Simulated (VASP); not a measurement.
# Ba (P2/m) in VASP: single point with r2SCAN

Aim: the single point of Ba with r2SCAN.

Program: VASP 6.6.1. These are calculated values, not measurements. Logs are shortened: lines on timing, memory, paths and dates and some standing lists are left out, and cuts for length are marked.

## Step 1: The cell of the first run

Symmetry: P2/m, No. 10, monoclinic system. The conventional cell has a = 3.910 Å, b = 5.700 Å, c = 4.102 Å, α = 90.00°, β = 117.17°, γ = 90.00°. Ba (site symmetry 2/m) has 6 Ba at 3.91 to 4.18 Å within 5.1 Å.

## Step 2: Single point, r2SCAN (strain +0.0225 x Voigt [0, 0, 0, 0, 0, 1])

POSCAR reads:

```
Ba
1.0
    1.9139375000     -3.6280062500      0.0000000000
    1.9960625000      3.6719937500      0.0000000000
    0.0000000000      0.0000000000      5.7000000000
Ba
1
Direct
    0.0000000000      0.0000000000      0.0000000000
```

INCAR.step1 reads:

```
SYSTEM = Ba
ALGO = Normal
EDIFF = 1E-4
ENCUT = 520
GGA = PE
ISMEAR = 0
LASPH = .True.
LCHARG = .False.
LREAL = .False.
LWAVE = .True.
NBANDS = 11
NELM = 100
PREC = Accurate
SIGMA = 0.15
```

INCAR.step2 reads:

```
SYSTEM = Ba
ALGO = Normal
EDIFF = 1E-7
ENCUT = 520
ISIF = 2
ISMEAR = 0
ISTART = 1
LASPH = .True.
LCHARG = .False.
LMIXTAU = .True.
LREAL = .False.
LWAVE = .False.
METAGGA = R2SCAN
NBANDS = 11
NELM = 100
PREC = Accurate
SIGMA = 0.15
```

KPOINTS reads:

```
k-points
0
Gamma
  14 14 8
  0 0 0
```

Potentials or basis: VASP PAW PBE potentials, release 64 (Ba_sv).

Run with:

```bash
$ cat potpaw_PBE.64/Ba_sv/POTCAR > POTCAR
$ cp INCAR.step1 INCAR
$ mpirun -np 1 vasp_std > vasp.out
$ cp INCAR.step2 INCAR
$ mpirun -np 1 vasp_std > vasp.out
```

OUTCAR:

```text
SYSTEM = Ba
   EDIFF = 1E-7
   ENCUT = 520
   ISIF = 2
   ISMEAR = 0
   ISTART = 1
   LASPH = .True.
   LREAL = .False.
   METAGGA = R2SCAN
   NELM = 100
   PREC = Accurate

 ion  position               nearest neighbor table
   1  0.000  0.000  0.000-

  LATTYP: Found a simple monoclinic cell.
 ALAT       =     3.9102474219
 B/A-ratio  =     1.4577082688
 C/A-ratio  =     1.0490129809
 COS(beta)  =    -0.4566185837

  Lattice vectors:

 A1 = (   3.9100000000,   0.0439875000,   0.0000000000)
 A2 = (   0.0000000000,   0.0000000000,  -5.7000000000)
 A3 = (  -1.9139375000,   3.6280062500,   0.0000000000)

Analysis of symmetry for initial positions (statically):
=====================================================================
 Subroutine PRICEL returns:
 Original cell was already a primitive cell.

 Routine SETGRP: Setting up the symmetry group for a
 simple monoclinic supercell.

 Subroutine GETGRP returns: Found  4 space group operations
 (whereof  4 operations were pure point group operations)
 out of a pool of  4 trial point group operations.

The static configuration has the point symmetry C_2h.

Analysis of symmetry for dynamics (positions and initial velocities):
=====================================================================
 Subroutine PRICEL returns:
 Original cell was already a primitive cell.

 Routine SETGRP: Setting up the symmetry group for a
 simple monoclinic supercell.

 Subroutine GETGRP returns: Found  4 space group operations
 (whereof  4 operations were pure point group operations)
 out of a pool of  4 trial point group operations.

The dynamic configuration has the point symmetry C_2h.

 Subroutine INISYM returns: Found  4 space group operations
 (whereof  4 operations are pure point group operations),
 and found     1 'primitive' translations

----------------------------------------------------------------------------------------

                                     Primitive cell

  volume of cell :      81.3373

  direct lattice vectors                    reciprocal lattice vectors
     1.913937500 -3.628006250  0.000000000     0.257328140 -0.139881243  0.000000000
     1.996062500  3.671993750  0.000000000     0.254245558  0.134126039  0.000000000
     0.000000000  0.000000000  5.700000000     0.000000000  0.000000000  0.175438596

  length of vectors
     4.101900304  4.179450156  5.700000000     0.292889968  0.287455384  0.175438596

  position of ions in fractional coordinates (direct lattice)
     0.000000000  0.000000000  0.000000000

  ion indices of the primitive-cell ions
   primitive index   ion index
                 1           1

----------------------------------------------------------------------------------------

 KPOINTS: k-points

Automatic generation of k-mesh.
 Grid dimensions read from file:
 generate k-points for:   14   14    8

 Generating k-lattice:

  Cartesian coordinates                     Fractional coordinates (reciprocal lattice)
     0.018380581 -0.009991517  0.000000000     0.071428571  0.000000000  0.000000000
     0.018160397  0.009580431  0.000000000    -0.000000000  0.071428571  0.000000000
     0.000000000  0.000000000  0.021929825     0.000000000  0.000000000  0.125000000

  Length of vectors
     0.020920712  0.020532527  0.021929825

  Shift w.r.t. Gamma in fractional coordinates (k-lattice)
     0.000000000  0.000000000  0.000000000

 Subroutine IBZKPT returns following result:
 ===========================================

 Found    500 irreducible k-points:

 Following reciprocal coordinates:
            Coordinates               Weight
  0.000000  0.000000  0.000000      1.000000
  0.071429 -0.000000  0.000000      2.000000
  0.142857 -0.000000  0.000000      2.000000
  0.214286 -0.000000  0.000000      2.000000
  0.285714 -0.000000  0.000000      2.000000
  0.357143 -0.000000  0.000000      2.000000
[... 16 lines left out ...]
  0.000000  0.142857  0.000000      2.000000
  0.071429  0.142857  0.000000      2.000000
 [... further k-points ...]
   k-points           NKPTS =    500   k-points in BZ     NKDIM =    500   number of bands    NBANDS=     11
   number of dos      NEDOS =    301   number of ions     NIONS =      1
   total plane-waves  NPLWV =  43008
   dimension x,y,z NGX =    32 NGY =   32 NGZ =   42
   dimension x,y,z NGXF=    64 NGYF=   64 NGZF=   84
   ions per type =               1
   NGX,Y,Z   is equivalent  to a cutoff of  12.97, 12.73, 12.25 a.u.
   NGXF,Y,Z  is equivalent  to a cutoff of  25.94, 25.46, 24.50 a.u.
 SYSTEM =  Ba
   PREC   = accura    normal or accurate (medium, high low for compatibility)
   ISTART =      1    job   : 0-new  1-cont  2-samecut
   ICHARG =      0    charge: 1-file 2-atom 10-const
   ISPIN  =      1    spin polarized calculation?
   LNONCOLLINEAR =      F non collinear calculations
   LSORBIT =      F    spin-orbit coupling
   LASPH  =      T    aspherical Exc in radial PAW
   ENCUT  =  520.0 eV  38.22 Ry    6.18 a.u.   7.63  7.77 10.60*2*pi/ulx,y,z
   NELM   =    100;   NELMIN=  2; NELMDL=  0     # of ELM steps
   EDIFF  = 0.1E-06   stopping-criterion for ELM
   LREAL  =      F    real-space projection
   EDIFFG = 0.1E-05   stopping-criterion for IOM
   NSW    =      0    number of steps for IOM
   IBRION =     -1    ionic relax: 0-MD 1-quasi-New 2-CG
   NFREE  =      0    steps in history (QN), initial steepest desc. (CG)
   ISIF   =      2    stress and relaxation
   ISYM   =      2    0-nonsym 1-usesym 2-fastsym
   POTIM  = 0.5000    time-step for ionic-motion
   TEBEG  =    0.0;   TEEND  =   0.0 temperature during run
   PSTRESS=    0.0 pullay stress
   NELECT =      10.0000    total number of electrons
   NUPDOWN=      -1.0000    fix difference up-down
   EMIN   =  10.00;   EMAX   =-10.00  energy-range for DOS
   EFERMI =   0.00;   METHOD = LEGACY
   ISMEAR =     0;   SIGMA  =   0.15  broadening in eV -4-tet -1-fermi 0-gaus
   EFERMI_NEDOS =   21; number of points for ismear=-14 and -15
   IALGO  =     38    algorithm
   IMIX   =      4    mixing-type and parameters
     AMIX     =   0.40;   BMIX     =  1.00
     AMIX_MAG =   1.60;   BMIX_MAG =  1.00
  volume/ion in A,a.u.               =      81.34       548.89
  Fermi-wavevector in a.u.,A,eV,Ry     =   0.814039  1.538310  9.016021  0.662659
  Thomas-Fermi vector in A             =   1.923873
   LORBIT       =      0    0 simple, 1 ext, 2 COOP (PROOUT), +10 PAW based schemes
   METAGGA = R2SCAN    functional components
   LHFCALC =     F    Hartree Fock is set to
   AEXX    =    0.0000 exact exchange contribution
   IVDW    =     0    specifies the selected vdW correction
   LEPSILON=     F    determine dielectric tensor
   LRPA    =     F    only Hartree local field effects (RPA)
 non-spin polarized calculation
 Gauss-broadening in eV      SIGMA  =   0.15
  energy-cutoff  :      520.00
  volume of cell :       81.34
 maximum number of plane-waves:      2207
   NGX = 15   NGY = 15   NGZ = 21

 number of electron      10.0000000 magnetization

 Free energy of the ion-electron system (eV)
  ---------------------------------------------------
  ext. energy  EPLUGINS =         0.00000000
  ---------------------------------------------------
  free energy    TOTEN  =       -25.80304827 eV

  energy without entropy =      -25.77501146  energy(sigma->0) =      -25.78902986

 E-fermi :   0.8054     XC(G=0):  -6.8337

 val. band max:        0.8050584202   @ k =  -0.2143   0.3571   0.5000
 cond. band min:       0.8083841074   @ k =  -0.2857   0.3571   0.3750
 fundamental gap:      0.0033256872
 Fermi energy:         0.8053516709

 k-point     1 :       0.0000    0.0000    0.0000
  band No.  band energies     occupation
      1     -29.4087      2.00000
      2     -14.2298      2.00000
      3     -13.7509      2.00000
      4     -13.6919      2.00000
      5      -1.6816      2.00000
      6       0.7967      1.06502
      7       2.4705      0.00000
      8       3.4739      0.00000
      9       4.1962      0.00000
     10       5.1709      0.00000
     11       5.4463      0.00000

 k-point     2 :       0.0714   -0.0000    0.0000
  band No.  band energies     occupation
      1     -29.4031      2.00000
      2     -14.2225      2.00000
      3     -13.7713      2.00000
      4     -13.7355      2.00000
      5      -1.5622      2.00000
      6       0.8858      0.44802
      7       2.5571      0.00000
      8       3.2621      0.00000
      9       3.8422      0.00000
     10       5.1528      0.00000
     11       5.7939      0.00000

 k-point     3 :       0.1429   -0.0000    0.0000
  band No.  band energies     occupation
      1     -29.3875      2.00000
      2     -14.2019      2.00000
      3     -13.8964      2.00000
      4     -13.7858      2.00000
      5      -1.2300      2.00000
      6       1.1355      0.00185
      7       2.5179      0.00000
      8       3.1540      0.00000
      9       3.2566      0.00000
     10       5.0075      0.00000
     11       6.4514      0.00000

 k-point     4 :       0.2143   -0.0000    0.0000
  band No.  band energies     occupation
      1     -29.3647      2.00000
      2     -14.1719      2.00000
      3     -14.0934      2.00000
      4     -13.8332      2.00000
      5      -0.7588      2.00000
      6       1.3983      0.00000
      7       2.2508      0.00000
      8       2.7044      0.00000
      9       3.6699      0.00000
     10       4.8068      0.00000
     11       7.0540      0.00000

 k-point     5 :       0.2857   -0.0000    0.0000
  band No.  band energies     occupation
      1     -29.3392      2.00000
      2     -14.3033      2.00000
      3     -14.1383      2.00000
      4     -13.8835      2.00000
      5      -0.2801      2.00000
      6       1.3525      0.00000
      7       2.2433      0.00000
      8       2.5543      0.00000
      9       4.4436      0.00000
     10       4.6063      0.00000
     11       7.3458      0.00000
[... 211 lines left out ...]
 k-point    21 :      -0.1429    0.0714    0.0000
  band No.  band energies     occupation
      1     -29.3956      2.00000
      2     -14.2119      2.00000
      3     -13.8616      2.00000
      4     -13.7396      2.00000
      5      -1.3584      2.00000
      6       1.0329      0.03190
      7       2.3041      0.00000
      8       3.4082      0.00000
      9       3.5165      0.00000
     10       5.1623      0.00000
     11       6.1817      0.00000

 k-point    22 :      -0.0714    0.0714    0.0000
  band No.  band energies     occupation
      1     -29.4049      2.00000
      2     -14.2245      2.00000
      3     -13.7925      2.00000
      4     -13.6991      2.00000
      5      -1.5768      2.00000
      6       0.8702      0.54087
      7       2.3638      0.00000
      8       3.5650      0.00000
      9       3.8239      0.00000
     10       5.4079      0.00000
     11       5.5619      0.00000

 k-point    23 :       0.0000    0.1429    0.0000
  band No.  band energies     occupation
      1     -29.3889      2.00000
      2     -14.2036      2.00000
      3     -13.8951      2.00000
      4     -13.7745      2.00000
      5      -1.2458      2.00000
      6       1.1184      0.00316
      7       2.3715      0.00000
      8       3.2567      0.00000
      9       3.3876      0.00000
     10       5.0727      0.00000
     11       6.3784      0.00000

 k-point    24 :       0.0714    0.1429    0.0000
  band No.  band energies     occupation
      1     -29.3725      2.00000
      2     -14.1826      2.00000
      3     -14.0451      2.00000
      4     -13.7938      2.00000
      5      -0.9298      2.00000
      6       1.3510      0.00000
      7       2.2104      0.00000
      8       2.8608      0.00000
      9       3.5177      0.00000
     10       4.9627      0.00000
     11       6.8134      0.00000

 [... further k-points ...]

------------------------ aborting loop because EDIFF is reached ----------------------------------------

  FORCE on cell =-STRESS in cart. coord.  units (eV):
  Direction    XX          YY          ZZ          XY          YZ          ZX
  --------------------------------------------------------------------------------------
  -------------------------------------------------------------------------------------
  Total        1.4052291      0.7574927     -1.1976084     -0.0492144      0.0000000      0.0000000
  in kB       27.6801355     14.9210557    -23.5904331     -0.9694226      0.0000000      0.0000000
  external PRESSURE =       6.3369194 kB  Pullay stress =       0.0000000 kB

 VOLUME and BASIS-vectors are now :
 -----------------------------------------------------------------------------
  energy-cutoff  :      520.00
  volume of cell :       81.34
      direct lattice vectors                 reciprocal lattice vectors
     1.913937500 -3.628006250  0.000000000     0.257328140 -0.139881243  0.000000000
     1.996062500  3.671993750  0.000000000     0.254245558  0.134126039  0.000000000
     0.000000000  0.000000000  5.700000000     0.000000000  0.000000000  0.175438596

 POSITION                                       TOTAL-FORCE (eV/Angst)
 -----------------------------------------------------------------------------------
      0.00000      0.00000      0.00000         0.000000      0.000000      0.000000
 -----------------------------------------------------------------------------------
    total drift:                                0.000000     -0.000000     -0.000000

  FREE ENERGIE OF THE ION-ELECTRON SYSTEM (eV)
  ---------------------------------------------------
  free  energy   TOTEN  =       -25.8030482651 eV

  energy  without entropy=      -25.7750114557  energy(sigma->0) =      -25.78902986
```

Run time: 42 min. Hardware: 1 thread of Intel Xeon 8259CL, shared host; peak memory 0.56 GiB.

Results:

| Item | Value |
| --- | --- |
| Free energy | -25.8030 eV |
| Pressure | 0.6 GPa |
| Band gap on the k mesh | zero (bands 5 and 6 overlap by 1.08 eV) |

Caveat: the cell differs from its parent crystal (strain +0.0225 x Voigt [0, 0, 0, 0, 0, 1]); the stress differs along the axes, from -2 to 3 GPa; the PAW data sets were made with another functional, which shifts forces and pressure a little; spin-orbit coupling is left out, which moves the levels of the heavy elements.
